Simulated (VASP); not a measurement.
A run of VASP 6.6.1 is set up as follows.

POSCAR

```
Si3N4
1.0
    0.0000000000      3.8937180000      3.8937180000
    3.8937180000      0.0000000000      3.8937180000
    3.8937180000      3.8937180000      0.0000000000
Si N
6 8
Direct
    0.6250000000      0.6250000000      0.1250000000
    0.6250000000      0.1250000000      0.6250000000
    0.1250000000      0.6250000000      0.6250000000
    0.6250000000      0.6250000000      0.6250000000
    0.2500000000      0.2500000000      0.2500000000
    0.0000000000      0.0000000000      0.0000000000
    0.8675630000      0.8675630000      0.8675630000
    0.8526890000      0.3824370000      0.3824370000
    0.3824370000      0.3824370000      0.8526890000
    0.3824370000      0.8526890000      0.3824370000
    0.8675630000      0.8675630000      0.3973110000
    0.8675630000      0.3973110000      0.8675630000
    0.3824370000      0.3824370000      0.3824370000
    0.3973110000      0.8675630000      0.8675630000
```

File INCAR.step1:

```
PREC = Accurate
ENCUT = 520
ISMEAR = 0
SIGMA = 0.1
LREAL = False
LASPH = True
NELM = 80
NBANDS = 45
GGA = PE
ALGO = Normal
EDIFF = 1E-4
LWAVE = True
LCHARG = False
```

File INCAR.step2:

```
PREC = Accurate
ENCUT = 520
EDIFF = 1E-7
ISMEAR = 0
SIGMA = 0.1
LREAL = False
LASPH = True
NELM = 80
ALGO = Normal
ISIF = 2
LWAVE = False
LCHARG = False
METAGGA = R2SCAN
LMIXTAU = True
NBANDS = 45
ISTART = 1
```

KPOINTS

```
Automatic mesh
0
Gamma
  4 4 4
```

Potentials or basis: VASP PAW PBE potentials, release 64 (Si, N).

The run is started by

```sh
$ cat potpaw_PBE.64/Si/POTCAR potpaw_PBE.64/N/POTCAR > POTCAR
$ cp INCAR.step1 INCAR
$ mpirun -np 1 vasp_std > vasp.out
$ cp INCAR.step2 INCAR
$ mpirun -np 1 vasp_std > vasp.out
```

Question: Predict the band gap on the k mesh.

Answer: 3.96 eV, direct.

Question: Predict the pressure.

Answer: -6.7 GPa.

Forces in eV/Å, atoms in the order of the input:
```
Si   0.000  0.000  0.000
Si   0.000  0.000  0.000
Si   0.000  0.000  0.000
Si   0.000  0.000  0.000
Si   0.000  0.000  0.000
Si   0.000  0.000  0.000
N   -0.032 -0.032 -0.032
N    0.032 -0.032 -0.032
N   -0.032 -0.032  0.032
N   -0.032  0.032 -0.032
N    0.032  0.032 -0.032
N    0.032 -0.032  0.032
N    0.032  0.032  0.032
N   -0.032  0.032  0.032
```

Caveat: the PAW data sets were made with another functional, which shifts forces and pressure a little. r2SCAN opens gaps a little over a GGA but as a rule still falls short of measured ones.
